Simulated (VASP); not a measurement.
Input of a VASP 6.6.1 run:

Contents of INCAR:

```
SYSTEM = InP
ALGO     = Normal         ! electronic algorithm
EDIFF    = 1E-7           ! SCF threshold, eV
ENCUT    = 520            ! plane-wave cutoff, eV
ISIF     = 2              ! what is computed and relaxed
ISMEAR   = 0              ! smearing method
LASPH    = .True.         ! aspherical terms in the spheres
LCHARG   = .True.         ! write CHGCAR
LELF     = .True.         ! ELF
LREAL    = .False.        ! projectors in reciprocal space
LVHAR    = .True.       
LWAVE    = .False.        ! write WAVECAR
NBANDS   = 16             ! bands
NELM     = 80             ! most SCF steps
PREC     = Accurate       ! precision mode
SIGMA    = 0.05           ! smearing width, eV
```

Contents of KPOINTS:

```
k-points
0
Gamma
  12 12 12
  0 0 0
```

File POSCAR:

```
InP
1.0
    0.0000000000      2.9391442432      2.9391442432
    2.9391442432      0.0000000000      2.9391442432
    2.9391442432      2.9391442432      0.0000000000
In P
1 1
Direct
    0.0000000000      0.0000000000      0.0000000000
    0.7500000000      0.7500000000      0.7500000000
```

Potentials or basis: VASP PAW LDA potentials, release 64 (In_d, P).

Launch:

```console
$ cat potpaw_LDA.64/In_d/POTCAR potpaw_LDA.64/P/POTCAR > POTCAR
$ mpirun -np 1 vasp_std > vasp.out
```

Problem. Predict the band gap on the k mesh.

Solution. 0.46 eV, direct.

Problem. Estimate the pressure.

Solution. -1.7 GPa.

Caveat: spin-orbit coupling is left out, which moves the levels of the heavy elements.
